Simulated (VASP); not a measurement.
# Cu (Cmcm) in VASP: further runs

Cu is run at these levels: PBEsol; tasks: single point.

All numbers are computed with VASP 6.6.1; they aren't measurements. Logs are shortened: lines on timing, memory, paths and dates and some standing lists are left out, and cuts for length are marked.

## 1. The cell of the first run

Symmetry: Cmcm, No. 63, orthorhombic system. Conventional cell: a = 2.547 Å, b = 8.311 Å, c = 2.475 Å, α = 90.00°, β = 90.00°, γ = 90.00°. Cu (site symmetry m2m) has 10 Cu at 2.48 to 2.62 Å within 3.3 Å.

## 2. Single point, PBEsol (strain +0.0450 x Voigt [1, 1, 0, 0, 0, 0])

File INCAR:

```
SYSTEM = Cu
ALGO = Fast
EDIFF = 1E-7
ENCUT = 520
GGA = PS
ISIF = 2
ISMEAR = 0
LASPH = .TRUE.
LCHARG = .FALSE.
LREAL = .FALSE.
LWAVE = .FALSE.
NBANDS = 18
NELM = 80
PREC = Accurate
SIGMA = 0.15
```

File KPOINTS:

```
k-points
0
G
  20 20 20
  0 0 0
```

File POSCAR:

```
Cu
1.0
    1.2732945560     -4.1553150209      0.0000000000
    1.2732945560      4.1553150209      0.0000000000
    0.0000000000      0.0000000000      2.4754955235
Cu
2
Direct
    0.1338666500      0.8661333500      0.2500000000
    0.8661333500      0.1338666500      0.7500000000
```

Potentials or basis: VASP PAW PBE potentials, release 64 (Cu).

Started as:

```sh
$ cat potpaw_PBE.64/Cu/POTCAR > POTCAR
$ mpirun -np 1 vasp_std > vasp.out
```

OUTCAR:

```text
SYSTEM = Cu
   EDIFF = 1E-7
   ENCUT = 520
   GGA = PS
   ISIF = 2
   ISMEAR = 0
   LASPH = .TRUE.
   LREAL = .FALSE.
   NELM = 80
   PREC = Accurate

 ion  position               nearest neighbor table
   1  0.134  0.866  0.250-   2 2.55   2 2.55   2 2.62   2 2.62   2 2.62   2 2.62
   2  0.866  0.134  0.750-   1 2.55   1 2.55   1 2.62   1 2.62   1 2.62   1 2.62

  LATTYP: Found a base centered orthorhombic cell.
 ALAT       =     2.5465891120
 B/A-ratio  =     3.2634357866
 C/A-ratio  =     0.9720828193

  Lattice vectors:

 A1 = (   1.2732945560,  -4.1553150209,   0.0000000000)
 A2 = (   1.2732945560,   4.1553150209,   0.0000000000)
 A3 = (   0.0000000000,   0.0000000000,   2.4754955235)

Analysis of symmetry for initial positions (statically):
=====================================================================
 Subroutine PRICEL returns:
 Original cell was already a primitive cell.

 Routine SETGRP: Setting up the symmetry group for a
 base centered orthorhombic supercell.

 Subroutine GETGRP returns: Found  8 space group operations
 (whereof  4 operations were pure point group operations)
 out of a pool of  8 trial point group operations.

The static configuration has the point symmetry C_2h.
 The point group associated with its full space group is D_2h.

Analysis of symmetry for dynamics (positions and initial velocities):
=====================================================================
 Subroutine PRICEL returns:
 Original cell was already a primitive cell.

 Routine SETGRP: Setting up the symmetry group for a
 base centered orthorhombic supercell.

 Subroutine GETGRP returns: Found  8 space group operations
 (whereof  4 operations were pure point group operations)
 out of a pool of  8 trial point group operations.

The dynamic configuration has the point symmetry C_2h.
 The point group associated with its full space group is D_2h.

 Subroutine INISYM returns: Found  8 space group operations
 (whereof  4 operations are pure point group operations),
 and found     1 'primitive' translations

----------------------------------------------------------------------------------------

                                     Primitive cell

  volume of cell :      26.1954

  direct lattice vectors                    reciprocal lattice vectors
     1.273294556 -4.155315021  0.000000000     0.392682116 -0.120327821  0.000000000
     1.273294556  4.155315021  0.000000000     0.392682116  0.120327821  0.000000000
     0.000000000  0.000000000  2.475495523     0.000000000  0.000000000  0.403959527

  length of vectors
     4.346023694  4.346023694  2.475495523     0.410704308  0.410704308  0.403959527

  position of ions in fractional coordinates (direct lattice)
     0.133866650  0.866133350  0.250000000
     0.866133350  0.133866650  0.750000000

  ion indices of the primitive-cell ions
   primitive index   ion index
                 1           1
                 2           2

----------------------------------------------------------------------------------------

 KPOINTS: k-points

Automatic generation of k-mesh.
 Grid dimensions read from file:
 generate k-points for:   20   20   20

 Generating k-lattice:

  Cartesian coordinates                     Fractional coordinates (reciprocal lattice)
     0.019634106 -0.006016391  0.000000000     0.050000000  0.000000000  0.000000000
     0.019634106  0.006016391  0.000000000     0.000000000  0.050000000  0.000000000
     0.000000000  0.000000000  0.020197976     0.000000000  0.000000000  0.050000000

  Length of vectors
     0.020535215  0.020535215  0.020197976

  Shift w.r.t. Gamma in fractional coordinates (k-lattice)
     0.000000000  0.000000000  0.000000000

 Subroutine IBZKPT returns following result:
 ===========================================

 Found   1221 irreducible k-points:

 Following reciprocal coordinates:
            Coordinates               Weight
  0.000000  0.000000  0.000000      1.000000
  0.050000 -0.000000  0.000000      4.000000
  0.100000 -0.000000  0.000000      4.000000
  0.150000  0.000000  0.000000      4.000000
  0.200000 -0.000000  0.000000      4.000000
  0.250000  0.000000  0.000000      4.000000
[... 16 lines left out ...]
 -0.400000  0.050000  0.000000      4.000000
 -0.350000  0.050000  0.000000      4.000000
 [... further k-points ...]
   k-points           NKPTS =   1221   k-points in BZ     NKDIM =   1221   number of bands    NBANDS=     18
   number of dos      NEDOS =    301   number of ions     NIONS =      2
   total plane-waves  NPLWV =  18432
   dimension x,y,z NGX =    32 NGY =   32 NGZ =   18
   dimension x,y,z NGXF=    64 NGYF=   64 NGZF=   36
   ions per type =               2
   NGX,Y,Z   is equivalent  to a cutoff of  12.24, 12.24, 12.09 a.u.
   NGXF,Y,Z  is equivalent  to a cutoff of  24.48, 24.48, 24.18 a.u.
 SYSTEM =  Cu
   PREC   = accura    normal or accurate (medium, high low for compatibility)
   ISTART =      0    job   : 0-new  1-cont  2-samecut
   ICHARG =      2    charge: 1-file 2-atom 10-const
   ISPIN  =      1    spin polarized calculation?
   LNONCOLLINEAR =      F non collinear calculations
   LSORBIT =      F    spin-orbit coupling
   LASPH  =      T    aspherical Exc in radial PAW
   ENCUT  =  520.0 eV  38.22 Ry    6.18 a.u.   8.08  8.08  4.60*2*pi/ulx,y,z
   NELM   =     80;   NELMIN=  2; NELMDL= -5     # of ELM steps
   EDIFF  = 0.1E-06   stopping-criterion for ELM
   LREAL  =      F    real-space projection
   EDIFFG = 0.1E-05   stopping-criterion for IOM
   NSW    =      0    number of steps for IOM
   IBRION =     -1    ionic relax: 0-MD 1-quasi-New 2-CG
   NFREE  =      0    steps in history (QN), initial steepest desc. (CG)
   ISIF   =      2    stress and relaxation
   ISYM   =      2    0-nonsym 1-usesym 2-fastsym
   POTIM  = 0.5000    time-step for ionic-motion
   TEBEG  =    0.0;   TEEND  =   0.0 temperature during run
   PSTRESS=    0.0 pullay stress
   NELECT =      22.0000    total number of electrons
   NUPDOWN=      -1.0000    fix difference up-down
   EMIN   =  10.00;   EMAX   =-10.00  energy-range for DOS
   EFERMI =   0.00;   METHOD = LEGACY
   ISMEAR =     0;   SIGMA  =   0.15  broadening in eV -4-tet -1-fermi 0-gaus
   EFERMI_NEDOS =   21; number of points for ismear=-14 and -15
   IALGO  =     68    algorithm
   IMIX   =      4    mixing-type and parameters
     AMIX     =   0.40;   BMIX     =  1.00
     AMIX_MAG =   1.60;   BMIX_MAG =  1.00
  volume/ion in A,a.u.               =      13.10        88.39
  Fermi-wavevector in a.u.,A,eV,Ry     =   1.544569  2.918813 32.459342  2.385694
  Thomas-Fermi vector in A             =   2.650072
   LORBIT       =      0    0 simple, 1 ext, 2 COOP (PROOUT), +10 PAW based schemes
   GGA     = PS    functional components
   LHFCALC =     F    Hartree Fock is set to
   AEXX    =    0.0000 exact exchange contribution
   IVDW    =     0    specifies the selected vdW correction
   LEPSILON=     F    determine dielectric tensor
   LRPA    =     F    only Hartree local field effects (RPA)
 non-spin polarized calculation
 RMM-DIIS sequential band-by-band and
 Gauss-broadening in eV      SIGMA  =   0.15
  energy-cutoff  :      520.00
  volume of cell :       26.20
 maximum number of plane-waves:       722
   NGX = 17   NGY = 17   NGZ =  9

 number of electron      21.9999977 magnetization

 Free energy of the ion-electron system (eV)
  ---------------------------------------------------
  ext. energy  EPLUGINS =         0.00000000
  ---------------------------------------------------
  free energy    TOTEN  =        -8.20224017 eV

  energy without entropy =       -8.19505686  energy(sigma->0) =       -8.19864851

 E-fermi :   6.1681     XC(G=0): -12.2792

 val. band max:        6.1631102067   @ k =   0.3500   0.1000   0.2500
 cond. band min:       6.1691422719   @ k =   0.4500   0.2500   0.2000
 fundamental gap:      0.0060320652
 Fermi energy:         6.1681419335

 k-point     1 :       0.0000    0.0000    0.0000
  band No.  band energies     occupation
      1      -2.4568      2.00000
      2       1.6257      2.00000
      3       2.3855      2.00000
      4       2.7771      2.00000
      5       3.5013      2.00000
      6       3.5680      2.00000
[... 10 lines left out ...]
     17      25.3103      0.00000
     18      26.0775      0.00000

 k-point     2 :       0.0500   -0.0000    0.0000
  band No.  band energies     occupation
      1      -2.3912      2.00000
      2       1.6487      2.00000
      3       2.4082      2.00000
      4       2.7960      2.00000
      5       3.5022      2.00000
      6       3.5743      2.00000
[... 10 lines left out ...]
     17      25.9097      0.00000
     18      27.3468      0.00000

 k-point     3 :       0.1000   -0.0000    0.0000
  band No.  band energies     occupation
      1      -2.1960      2.00000
      2       1.7132      2.00000
      3       2.4745      2.00000
      4       2.8512      2.00000
      5       3.5052      2.00000
      6       3.5925      2.00000
[... 10 lines left out ...]
     17      26.4177      0.00000
     18      29.1652      0.00000

 k-point     4 :       0.1500    0.0000    0.0000
  band No.  band energies     occupation
      1      -1.8757      2.00000
      2       1.8069      2.00000
      3       2.5765      2.00000
      4       2.9347      2.00000
      5       3.4944      2.00000
      6       3.5581      2.00000
[... 10 lines left out ...]
     17      26.6762      0.00000
     18      29.7078      0.00000

 k-point     5 :       0.2000   -0.0000    0.0000
  band No.  band energies     occupation
      1      -1.4392      2.00000
      2       1.9125      2.00000
      3       2.6962      2.00000
      4       2.9969      2.00000
      5       3.2965      2.00000
      6       3.5616      2.00000
[... 10 lines left out ...]
     17      26.8962      0.00000
     18      29.6972      0.00000

 k-point     6 :       0.2500    0.0000    0.0000
  band No.  band energies     occupation
      1      -0.9024      2.00000
      2       2.0097      2.00000
      3       2.8096      2.00000
      4       2.8940      2.00000
      5       3.2606      2.00000
      6       3.6606      2.00000
[... 10 lines left out ...]
     17      27.1155      0.00000
     18      28.5108      0.00000

 k-point     7 :       0.3000    0.0000    0.0000
  band No.  band energies     occupation
      1      -0.2934      2.00000
      2       2.0742      2.00000
      3       2.7367      2.00000
      4       2.9230      2.00000
      5       3.2761      2.00000
      6       3.7207      2.00000
[... 10 lines left out ...]
     17      26.4221      0.00000
     18      27.5555      0.00000

 k-point     8 :       0.3500    0.0000    0.0000
  band No.  band energies     occupation
      1       0.3369      2.00000
      2       2.0818      2.00000
      3       2.6571      2.00000
      4       3.0331      2.00000
      5       3.2740      2.00000
      6       3.7421      2.00000
[... 10 lines left out ...]
     17      25.5006      0.00000
     18      27.8516      0.00000
[... 229 lines left out ...]
     17      27.4337      0.00000
     18      28.4810      0.00000

 k-point    20 :       0.4500    0.0500    0.0000
  band No.  band energies     occupation
      1       1.4395      2.00000
      2       1.9551      2.00000
      3       2.6739      2.00000
      4       3.1721      2.00000
      5       3.4480      2.00000
      6       3.7551      2.00000
[... 10 lines left out ...]
     17      28.2081      0.00000
     18      28.7032      0.00000

 k-point    21 :       0.5000    0.0500    0.0000
  band No.  band energies     occupation
      1       1.3533      2.00000
      2       1.9376      2.00000
      3       2.6882      2.00000
      4       3.1767      2.00000
      5       3.4660      2.00000
      6       3.7693      2.00000
[... 10 lines left out ...]
     17      27.8029      0.00000
     18      28.8711      0.00000

 k-point    22 :      -0.4500    0.0500    0.0000
  band No.  band energies     occupation
      1       1.0004      2.00000
      2       1.9748      2.00000
      3       2.6843      2.00000
      4       3.1729      2.00000
      5       3.3184      2.00000
      6       3.7748      2.00000
[... 10 lines left out ...]
     17      26.7756      0.00000
     18      28.3175      0.00000

 k-point    23 :      -0.4000    0.0500    0.0000
  band No.  band energies     occupation
      1       0.4596      2.00000
      2       2.0161      2.00000
      3       2.6900      2.00000
      4       3.0601      2.00000
      5       3.2468      2.00000
      6       3.7684      2.00000
[... 10 lines left out ...]
     17      25.7140      0.00000
     18      27.9432      0.00000

 k-point    24 :      -0.3500    0.0500    0.0000
  band No.  band energies     occupation
      1      -0.1647      2.00000
      2       2.0219      2.00000
      3       2.7475      2.00000
      4       2.9075      2.00000
      5       3.2494      2.00000
      6       3.7495      2.00000
[... 10 lines left out ...]
     17      25.4338      0.00000
     18      27.6022      0.00000

 [... further k-points ...]
[... 5 lines left out ...]
  --------------------------------------------------------------------------------------
  -------------------------------------------------------------------------------------
  Total       -2.1560666     -2.0308771     -1.0510754      0.0000000     -0.0000000      0.0000000
  in kB     -131.8705404   -124.2136254    -64.2864523      0.0000000     -0.0000000      0.0000000
  external PRESSURE =    -106.7902061 kB  Pullay stress =       0.0000000 kB

 VOLUME and BASIS-vectors are now :
 -----------------------------------------------------------------------------
  energy-cutoff  :      520.00
  volume of cell :       26.20
      direct lattice vectors                 reciprocal lattice vectors
     1.273294556 -4.155315021  0.000000000     0.392682116 -0.120327821  0.000000000
     1.273294556  4.155315021  0.000000000     0.392682116  0.120327821  0.000000000
     0.000000000  0.000000000  2.475495523     0.000000000  0.000000000  0.403959527

 POSITION                                       TOTAL-FORCE (eV/Angst)
 -----------------------------------------------------------------------------------
      1.27329      3.04280      0.61887         0.000000     -0.109099     -0.000000
      1.27329     -3.04280      1.85662         0.000000      0.109099      0.000000
 -----------------------------------------------------------------------------------
    total drift:                                0.000000      0.000000      0.000000

  FREE ENERGIE OF THE ION-ELECTRON SYSTEM (eV)
  ---------------------------------------------------
  free  energy   TOTEN  =        -8.2022401668 eV

  energy  without entropy=       -8.1950568583  energy(sigma->0) =       -8.19864851
```

Run time: 16 min. Hardware: 1 thread of Intel Xeon Platinum 8488C (Sapphire Rapids), shared host; peak memory 0.54 GiB.

What came out:

- Free energy: -8.2022 eV
- Pressure: -10.7 GPa
- Largest force: 0.109 eV/Å
- Band gap on the k mesh: zero (band 11 reaches 10.10 eV, above the bottom of band 12 at 4.64 eV)

Forces in eV/Å, atoms in the order of the input:
```
Cu   0.000 -0.109  0.000
Cu   0.000  0.109  0.000
```

Stress tensor (GPa, compression positive):
```
-13.19   0.00   0.00
  0.00 -12.42   0.00
  0.00   0.00  -6.43
```

Levels at points of the mesh, in eV from the Fermi level:
```
           k point  band 7  band 8  band 9  band 10  band 11  band 12  band 13  band 14  band 15  band 16
(0.00, 0.00, 0.00)   -2.20   -1.91   -1.68    -1.57    -1.38    -0.11     4.03    15.41    16.56    17.45
(0.50, 0.00, 0.00)   -2.32   -2.31   -1.89    -1.54    -0.55     0.91     2.14     5.98    11.60    14.24
(0.50, 0.50, 0.00)   -2.37   -2.03   -2.02    -1.75    -1.50    -1.46    12.29    13.87    14.04    17.93
(0.00, 0.00, 0.50)   -2.56   -2.56   -1.65    -1.65     0.21     0.21     7.85     7.85     8.86     8.86
(0.50, 0.00, 0.50)   -1.70   -1.70   -1.19    -1.19     3.68     3.68     7.15     7.15     9.16     9.16
(0.50, 0.50, 0.50)   -1.87   -1.87   -1.41    -1.41    -0.52    -0.52     3.64     3.64    16.72    16.72
```

Caveat: the cell differs from its parent crystal (strain +0.0450 x Voigt [1, 1, 0, 0, 0, 0]); the PAW data sets were made with another functional, which shifts forces and pressure a little.

(Part 1 of 2 ends here.)
